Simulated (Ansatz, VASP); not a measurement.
## KMgF3: VASP beside Ansatz

```
K Mg F
1.0
     3.82646    0.00000    0.00000
     0.00000    3.82646    0.00000
     0.00000    0.00000    4.30477
K Mg F
1 1 3
Cartesian
  1.9132 1.9132 2.1524
  0.0000 0.0000 0.0000
  1.9132 0.0000 0.0000
  0.0000 1.9132 0.0000
  0.0000 0.0000 2.1524
```

Change from the starting cell: strain -0.040 along x and y, +0.080 along z, atoms carried along.

Alike in both runs: task single point; functional PBEsol; k mesh 6 × 6 × 6; occupations gaussian, width 0.05 eV; no spin polarisation.

```csv
,VASP,Ansatz
version,VASP 6.6.1,Ansatz 0.2.0
potentials or method,"VASP PAW PBE potentials, release 64 (K_sv, Mg, F), cutoff 520 eV","scalar-relativistic, plane waves, PAW"
valence electrons in the cell,32,40
```

|  | VASP | Ansatz | Ansatz less VASP |
| --- | --- | --- | --- |
| gap on the k mesh at the Fermi level (eV) | 7.04 | 7.06 | +0.023 |
| least direct gap on the mesh (eV) | 7.40 | 7.43 | +0.021 |
| pressure (GPa) | 1.9 | 2.3 | +0.34 |
| traceless stress, the component that is largest in VASP (GPa) | -7.14 | -7.13 | +0.014 |

VASP's potentials were made for PBE, not for PBEsol. VASP's potentials hold 32 valence electrons a cell and Ansatz's 40, so a difference there can come from the potentials and not from the codes.
